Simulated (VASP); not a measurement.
A run of VASP 6.6.1 is set up as follows.

File INCAR:

```
SYSTEM = W8C8O
ALGO = Normal
EDIFF = 1E-6
ENCUT = 520
GGA = PE
ISIF = 2
ISMEAR = -1
LASPH = .TRUE.
LCHARG = .FALSE.
LREAL = Auto
LWAVE = .FALSE.
NBANDS = 89
NELM = 60
PREC = Accurate
SIGMA = 0.05
```

KPOINTS

```
k-points
0
G
  2 2 1
  0 0 0
```

POSCAR

```
W8C8O
1.0
    5.7832000000      0.0000000000      0.0000000000
   -2.8916000000      5.0083980000      0.0000000000
    0.0000000000      0.0000000000     15.2447000000
W C O
8 8 1
Direct
    0.0000000000      0.0000000000      0.0655965680
   -0.0019530446     -0.0335436601      0.2576501997
    0.0000000998      0.5000001997      0.0655965680
    0.0132933951      0.4896176382      0.2549213825
    0.5000000000      0.0000000000      0.0655965680
    0.5077777397     -0.0146354184      0.2548689053
    0.5000000998      0.5000001997      0.0655965680
    0.5144229854      0.4940901262      0.2612252127
    0.3265367088      0.1762439806      0.1508655467
    0.3251474892      0.1620877574      0.3174545908
    0.3550988793      0.6813555951      0.1601933787
    0.3343930836      0.6653624572      0.3521289366
    0.8484566037      0.1770626056      0.1618923298
    0.3809688834     -0.2570482617      0.4419962348
    0.8510902908      0.6679780640      0.1561919880
    0.8668145388      0.6436788770      0.3338668521
   -0.4597576013     -0.0741354820      0.4874808950
```

Potentials or basis: VASP PAW PBE potentials, release 64 (W_sv, C, O).

The run is started by

```console
$ cat potpaw_PBE.64/W_sv/POTCAR potpaw_PBE.64/C/POTCAR potpaw_PBE.64/O/POTCAR > POTCAR
$ mpirun -np 1 vasp_std > vasp.out
```

Question: What does it give for the band gap on the k mesh?

Answer: Zero (band 75 reaches 1.58 eV, above the bottom of band 76 at 0.92 eV).

Question: What does it give for the largest force?

Answer: 4.485 eV/Å.

Forces on the atoms (eV/Å):
```
W   -0.155  0.022  1.025
W   -2.276  1.576 -2.038
W    0.454 -0.200  1.292
W    0.414 -0.223 -0.340
W    0.517  0.321  1.390
W   -0.077  1.522 -0.956
W    0.109  0.499  1.284
W   -0.469  0.944 -1.741
C    1.474 -0.817  0.374
C    1.607 -1.329  3.805
C   -0.553 -0.857 -0.674
C    0.095 -0.401  0.767
C   -0.542 -1.187 -1.442
C    1.876  3.175 -2.552
C    0.035 -0.357 -0.740
C   -1.208  0.225  0.641
O   -1.300 -2.914 -0.094
```

Caveat: the k points lie up to 0.63 Å⁻¹ apart; spin-orbit coupling is left out, which moves the levels of the heavy elements.
